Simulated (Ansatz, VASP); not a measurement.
**MgS in VASP and in Ansatz**

The input INCAR:

```
PREC     = Accurate       # precision mode
ENCUT    = 600            # plane-wave cutoff, eV
EDIFF    = 1E-6           # SCF threshold, eV
ISMEAR   = -1             # smearing method
SIGMA    = 0.11           # smearing width, eV
LREAL    = F              # projectors in reciprocal space
LASPH    = T              # aspherical terms in the spheres
NELM     = 200            # most SCF steps
ALGO     = Normal         # electronic algorithm
ISIF     = 2              # what is computed and relaxed
LWAVE    = F              # write WAVECAR
LCHARG   = T              # write CHGCAR
LDAU     = T              # DFT+U
LDAUTYPE = 2            
LDAUL    = -1 1           # shell
LDAUU    = 0 2.9          # U, eV
LDAUJ    = 0 0          
LDAUPRINT= 1            
GGA      = PE             # functional
IVDW     = 12             # dispersion correction
LELF     = T              # ELF
LVHAR    = T            
NBANDS   = 11             # bands
GGA_COMPAT= F
```

Contents of KPOINTS:

```
Automatic mesh
0
Gamma
  4 4 4
```

POSCAR

```
MgS
1.0
    0.0000000000      2.8331200468      2.8331200468
    2.8331200468      0.0000000000      2.8331200468
    2.8331200468      2.8331200468      0.0000000000
Mg S
1 1
Direct
    0.0000000000      0.0000000000      0.0000000000
    0.7500000000      0.7500000000      0.7500000000
```

Input for Ansatz:

```yaml
crystal:
  lattice:
    - [0.0, 2.8331200468, 2.8331200468]
    - [2.8331200468, 0.0, 2.8331200468]
    - [2.8331200468, 2.8331200468, 0.0]
  atoms:
    - { symbol: Mg, position: [0.0, 0.0, 0.0] }
    - { symbol: S, position: [0.75, 0.75, 0.75] }
basis: {}
kpoints:
  mp_grid: { grid: [4, 4, 4] }
hamiltonian:
  xc: pbe
  hubbard: { sites: [{ species: S, l: p, u_eff: 2.9 }] }
  dispersion: d3bj
scf:
  occupations: { method: fermi_dirac, width: 0.11 }
  mixing: { ndim: 6, preconditioner: kerker }
  initial_density: { chi_scale: 0, normalization: atom }
  max_iter: 20
  self_checks: high
output:
  forces: true
  stress: true
  eigenvalues: true
  dos: {}
```

Alike in both runs: task single point; functional PBE; dispersion D3(BJ); k mesh 4 × 4 × 4; occupations fermi-dirac, width 0.11 eV; no spin polarisation; Hubbard terms S p U = 2.9 eV.

|  | VASP | Ansatz |
| --- | --- | --- |
| version | VASP 6.6.1 | Ansatz 0.2.0 |
| potentials or method | VASP PAW PBE potentials, release 64 (Mg, S) | scalar-relativistic, plane waves, PAW |
| plane-wave cutoff (eV) | 600 | 420 |
| valence electrons in the cell | 8 | 16 |

Ansatz gave:

| Quantity | Value |
| --- | --- |
| gap on the k mesh at the Fermi level (eV) | 4.55 |
| least direct gap on the mesh (eV) | 4.55 |
| pressure (GPa) | -2.4 |

Estimate VASP's values.

gap on the k mesh at the Fermi level (eV): 3.36; least direct gap on the mesh (eV): 3.36; pressure (GPa): -0.8.

The programs project onto different local orbitals, so the same U acts differently, and such runs can settle in different states. VASP's potentials hold 8 valence electrons a cell and Ansatz's 16, so a difference there can come from the potentials and not from the codes.

The k mesh is coarse, so the values compare programs but aren't converged.
